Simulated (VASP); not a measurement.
Input of a VASP 6.6.1 run:

INCAR

```
  PREC = Accurate
  ENCUT = 600
  EDIFF = 1E-7
  ISMEAR = 0
  SIGMA = 0.1
  LREAL = False
  LASPH = True
  NELM = 60
  ALGO = Fast
  ISIF = 3
  LWAVE = False
  LCHARG = False
  GGA = PS
  IBRION = 2
  NSW = 70
  EDIFFG = -0.005
```

The input KPOINTS:

```
Automatic mesh
0
Gamma
  18 18 18
```

File POSCAR:

```
W
1.0
   -1.5917776927      1.5917776927      1.5917776927
    1.5917776927     -1.5917776927      1.5917776927
    1.5917776927      1.5917776927     -1.5917776927
W
1
Direct
    0.0000000000      0.0000000000      0.0000000000
```

Potentials or basis: VASP PAW PBE potentials, release 64 (W_sv).

Launch:

```console
$ cat potpaw_PBE.64/W_sv/POTCAR > POTCAR
$ mpirun -np 1 vasp_std > vasp.out
```

(1) Estimate the relaxed cell.

(2) Estimate the relaxed volume.

Answers

(1) a = 2.734 Å, b = 2.734 Å, c = 2.734 Å, α = 109.47°, β = 109.47°, γ = 109.47°.

(2) 15.73 Å³/atom.

Caveat: the PAW data sets were made with another functional, which shifts forces and pressure a little.
